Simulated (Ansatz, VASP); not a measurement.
# PtS2 in VASP and in Ansatz

```
Pt S
1.0
     3.55990    0.00000    0.00000
    -1.77995    3.08297    0.00000
     0.00000    0.00000    7.08242
Pt S
1 2
Direct
  0.00000 0.00000 0.00000
  0.33333 0.66667 0.17458
  0.66667 0.33333 0.82542
```

Alike in both runs: functional PBE; k mesh 12 × 12 × 6; occupations gaussian, width 0.05 eV; no spin polarisation.

Ansatz relaxed the structure, and its values are those at the end. VASP's run is a single point on that final structure, the one shown.

```csv
,VASP,Ansatz
version,VASP 6.6.1,Ansatz 0.2.0
potentials or method,"VASP PAW PBE potentials, release 64 (Pt, S), cutoff 520 eV","scalar-relativistic, plane waves, PAW"
valence electrons in the cell,22,30
```

```csv
,VASP,Ansatz,Ansatz less VASP
gap on the k mesh at the Fermi level (eV),1.63,1.62,-0.004
least direct gap on the mesh (eV),1.75,1.75,-0.004
pressure (GPa),0.1,0.5,+0.33
rms of the force components (eV/Å),0.014,0.004,-0.0094
```

The functional is the same, so the differences come from potentials, cutoffs and numerics. VASP's potentials hold 22 valence electrons a cell and Ansatz's 30, so a difference there can come from the potentials and not from the codes. Ansatz's warnings: stress scf threshold loose.

Spin-orbit coupling is off throughout.
